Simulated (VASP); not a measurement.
Crystal: Si5C.

```
CELL_PARAMETERS angstrom
2.42803 -5.63608 0.00000
2.42803 5.63608 0.00000
0.00000 0.00000 2.88679
ATOMIC_POSITIONS crystal
Si 0.80399 0.19601 0.00000
Si 0.38353 0.61647 0.50000
Si 0.61647 0.38353 0.50000
Si 0.00000 0.00000 0.50000
Si 0.19601 0.80399 0.00000
C 0.50000 0.50000 0.00000
```

```yaml
Program: VASP 6.6.1
Task: relaxation of cell and atoms
Functional: PBE
Potentials_or_basis: VASP PAW PBE potentials, release 64 (Si, C)
Cutoff: 600 eV
k_mesh: 8 × 8 × 14
Occupations: gaussian, width 0.1 eV
Spin: no spin polarisation
```

At the start: pressure 0.2 GPa; volume 13.17 Å³/atom.

Problem. How do energy, volume and symmetry change on relaxing?

Solution. Over 12 steps the energy falls by 2.7 meV/atom and the volume is 13.33 Å³/atom (+1.2 %); space group Cmmm (No. 65, to 0.05 Å).

Step by step:
```
step  energy change (eV)  largest force (eV/Å)  pressure (GPa)  volume (Å³)
   1              0.0000                0.0843            0.23        79.01
   2             -0.0068                0.0655            0.10        79.22
   3             -0.0100                0.2113           -0.01        79.43
   4             -0.0101                0.2545           -0.05        79.50
   5             -0.0139                0.1338            0.22        79.61
   6             -0.0141                0.0970            0.31        79.65
   7             -0.0156                0.0462           -0.02        79.98
   8             -0.0156                0.0485           -0.12        80.08
   9             -0.0159                0.0333            0.01        80.00
  10             -0.0160                0.0342            0.14        79.92
  11             -0.0162                0.0124            0.06        79.96
  12             -0.0162                0.0026            0.00        79.99
```

Final structure:
```
Si C
1.0
     2.47321   -5.70020    0.00000
     2.47321    5.70020    0.00000
     0.00000    0.00000    2.83706
Si C
5 1
Direct
  0.80314 0.19686 0.00000
  0.38452 0.61548 0.50000
  0.61548 0.38452 0.50000
  0.00000 0.00000 0.50000
  0.19686 0.80314 0.00000
  0.50000 0.50000 0.00000
```
